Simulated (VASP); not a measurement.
Runs of VASP 6.6.1 on GaN. The structure is that of space group F-43m (No. 216), or close to it. The cells are those of the table. 

| task | level | spin | cell | k mesh | cutoff (eV) | smearing | grid for exact exchange (PRECFOCK) | share of exact exchange | screening parameter | gap on the mesh (eV) | pressure (GPa) | relaxed volume (Å³/atom) |
| --- | --- | --- | --- | --- | --- | --- | --- | --- | --- | --- | --- | --- |
| single point | HSE06 | off | a = 3.180 Å, angles 60.0°, 2 atoms | 6 × 6 × 6 | 520 | gaussian 0.01 eV | Normal | 0.25 | 0.2079 1/Å | 3.02 | -0.1 | - |
| relaxation of cell and atoms | HSE06 | off | relaxed from a = 3.180 Å, angles 60.0°, 2 atoms | 6 × 6 × 6 | 600 | fermi-dirac 0.02 eV | Normal | 0.25 | 0.2079 1/Å | (b) | 0.0 | 11.36 |
| single point | PBE | non-collinear, zero start, SOC | a = 3.180 Å, angles 60.0°, 2 atoms | 10 × 10 × 10 | 520 | gaussian 0.01 eV | - | - | - | - | (a) | - |
| relaxation of cell and atoms | r2SCAN | off | relaxed from a = 3.216 Å, angles 60.0°, 2 atoms | 8 × 8 × 8 | 600 | fermi-dirac 0.02 eV | - | - | - | 2.12 | -0.1 | 11.44 |

Alike in all rows: potentials or basis VASP PAW PBE potentials, release 64 (Ga_d, N).

Task: Fill in the values left out.

Result: (a) 6.2; (b) 3.03.

Caveats: the PAW data sets were made with another functional, which shifts forces and pressure a little (at least some runs); the cell stands under pressure (at least some runs).

A k mesh can miss the band edges, and rows without SOC leave out spin-orbit coupling on Ga.
